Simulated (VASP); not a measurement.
Input of a VASP 6.6.1 run:

File INCAR:

```
PREC = Accurate
ENCUT = 520
EDIFF = 1E-6
ISMEAR = 0
SIGMA = 0.2
LREAL = False
LASPH = True
NELM = 80
ALGO = Normal
ISIF = 2
LWAVE = False
LCHARG = False
GGA = PE
NBANDS = 17
```

The input KPOINTS:

```
regular mesh
0
Gamma
  6 6 6
```

File POSCAR:

```
Mg3O2
1.0
    1.5260890935      0.8810879505      7.4831392069
   -1.5260890935      0.8810879505      7.4831392069
    0.0000000000     -1.7621758963      7.4831392075
Mg O
3 2
Direct
    0.2234099482      0.2234099482      0.2234099482
    0.7765900518      0.7765900518      0.7765900518
    0.0000000000      0.0000000000      0.0000000000
    0.6124589574      0.6124589574      0.6124589574
    0.3875410426      0.3875410426      0.3875410426
```

Potentials or basis: VASP PAW PBE potentials, release 64 (Mg, O).

Launch:

```bash
$ cat potpaw_PBE.64/Mg/POTCAR potpaw_PBE.64/O/POTCAR > POTCAR
$ mpirun -np 1 vasp_std > vasp.out
```

Q: Predict the band gap on the k mesh.

A: Zero (bands 9 and 10 overlap by 1.21 eV).

Q: Estimate the largest force.

A: 0.025 eV/Å.

Q: What does it give for the pressure?

A: -0.3 GPa.

Forces in eV/Å, atoms in the order of the input:
```
Mg   0.000  0.000 -0.025
Mg   0.000  0.000  0.025
Mg   0.000  0.000  0.000
O    0.000  0.000 -0.007
O    0.000  0.000  0.007
```

Caveat: the k points lie up to 0.40 Å⁻¹ apart, too coarse for converged energies and pressures of a metal.
